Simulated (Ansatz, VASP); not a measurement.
## CaO: VASP beside Ansatz

File INCAR:

```
SYSTEM = CaO
ALGO = Normal
EDIFF = 1E-6
ENCUT = 520
ISIF = 2
ISMEAR = 0
LASPH = .TRUE.
LCHARG = .FALSE.
LREAL = .FALSE.
LWAVE = .FALSE.
NBANDS = 15
NELM = 80
PREC = Accurate
SIGMA = 0.1
```

The input KPOINTS:

```
k-points
0
G
  6 6 6
  0 0 0
```

Contents of POSCAR:

```
CaO
1.0
    0.0000000000      2.4535000000      2.4535000000
    2.4535000000      0.0000000000      2.4535000000
    2.4535000000      2.4535000000      0.0000000000
Ca O
1 1
Direct
    0.0000000000      0.0000000000      0.0000000000
    0.5000000000      0.5000000000      0.5000000000
```

Input for Ansatz:

```yaml
crystal:
  lattice:
    - [0.0, 2.4535, 2.4535]
    - [2.4535, 0.0, 2.4535]
    - [2.4535, 2.4535, 0.0]
  atoms:
    - { symbol: Ca, position: [0.0, 0.0, 0.0] }
    - { symbol: O, position: [0.5, 0.5, 0.5] }
basis:
  ecutwfc: 420
kpoints:
  mp_grid: { grid: [6, 6, 6] }
hamiltonian:
  xc: lda
  pseudopotentials: { kind: paw, azcp: { folder: soft_1 } }
scf:
  occupations: { method: gaussian, width: 0.1 }
output:
  forces: true
  stress: true
  eigenvalues: true
```

Alike in both runs: task single point; functional LDA; k mesh 6 × 6 × 6; occupations gaussian, width 0.1 eV; no spin polarisation.

|  | VASP | Ansatz |
| --- | --- | --- |
| version | VASP 6.6.1 | Ansatz 0.2.0 |
| potentials or method | VASP PAW LDA potentials, release 64 (Ca_sv, O), cutoff 520 eV | scalar-relativistic, plane waves, PAW |
| valence electrons in the cell | 16 | 16 |

Ansatz gave:

| Property | Result |
| --- | --- |
| gap on the k mesh at the Fermi level (eV) | 3.50 |
| least direct gap on the mesh (eV) | 3.89 |
| pressure (GPa) | -12.2 |

Task: What did VASP give for the same quantities?

Result: gap on the k mesh at the Fermi level (eV): 3.48; least direct gap on the mesh (eV): 3.87; pressure (GPa): -11.6.

Ansatz warns that its potentials were made for another functional, while VASP's fit it. LDA's correlation is that of Perdew and Zunger in VASP and of Perdew and Wang (1992) in Ansatz.
